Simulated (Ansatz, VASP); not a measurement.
**AgCl in VASP and in Ansatz**

The input INCAR:

```
PREC = Accurate ; ENCUT = 520
EDIFF = 1E-7 ; ISMEAR = -1
SIGMA = 0.02 ; LREAL = False
LASPH = True ; NELM = 150
ALGO = Normal ; ISIF = 2
LWAVE = False ; LCHARG = True
LNONCOLLINEAR = True ; MAGMOM = 0 0 0 0 0 0
LORBIT = 11 ; LSORBIT = True
GGA_COMPAT = False ; LORBMOM = True
LMAXMIX = 4 ; GGA = PE
LVHAR = True ; NBANDS = 30
```

File KPOINTS:

```
Automatic mesh
0
Gamma
  8 8 8
```

The input POSCAR:

```
AgCl
1.0
    0.0000000000      2.7731930222      2.7731930222
    2.7731930222      0.0000000000      2.7731930222
    2.7731930222      2.7731930222      0.0000000000
Ag Cl
1 1
Direct
    0.0000000000      0.0000000000      0.0000000000
    0.5000000000      0.5000000000      0.5000000000
```

Input for Ansatz:

```yaml
crystal:
  lattice:
    - [0.0, 2.7731930222, 2.7731930222]
    - [2.7731930222, 0.0, 2.7731930222]
    - [2.7731930222, 2.7731930222, 0.0]
  atoms:
    - { symbol: Ag, position: [0.0, 0.0, 0.0] }
    - { symbol: Cl, position: [0.5, 0.5, 0.5] }
kpoints:
  mp_grid: { grid: [8, 8, 8] }
  band_path:
    path:
      - [0.0, 0.0, 0.0]
      - [0.5, 0.0, 0.5]
      - [0.625, 0.25, 0.625]
      - [0.375, 0.375, 0.75]
      - [0.5, 0.5, 0.5]
      - [0.5, 0.25, 0.75]
      - [0.0, 0.0, 0.5]
      - [0.0375, 0.0375, 0.075]
    npoints: 1
hamiltonian:
  xc: pbe
scf:
  occupations: { method: fermi_dirac, width: 0.02 }
  n_extra_bands: 8
magnetization:
  noncollinear: true
  spin_orbit: true
output:
  forces: true
  stress: true
  eigenvalues: true
```

Alike in both runs: task single point; functional PBE; k mesh 8 × 8 × 8; occupations fermi-dirac, width 0.02 eV; non-collinear spin, spin-orbit coupling.

|  | VASP | Ansatz |
| --- | --- | --- |
| version | VASP 6.6.1 | Ansatz 0.2.0 |
| potentials or method | VASP PAW PBE potentials, release 64 (Ag, Cl) | plane waves, PAW |
| plane-wave cutoff (eV) | 520 | 420 |
| valence electrons in the cell | 18 | 26 |

|  | VASP | Ansatz | Ansatz less VASP |
| --- | --- | --- | --- |
| pressure (GPa) | 1.4 | 1.6 | +0.14 |
| net moment per atom (μB) | 0.00 | 0.00 | 0.000 |

The functional is the same, so the differences come from potentials, cutoffs and numerics. VASP's potentials hold 18 valence electrons a cell and Ansatz's 26, so a difference there can come from the potentials and not from the codes.
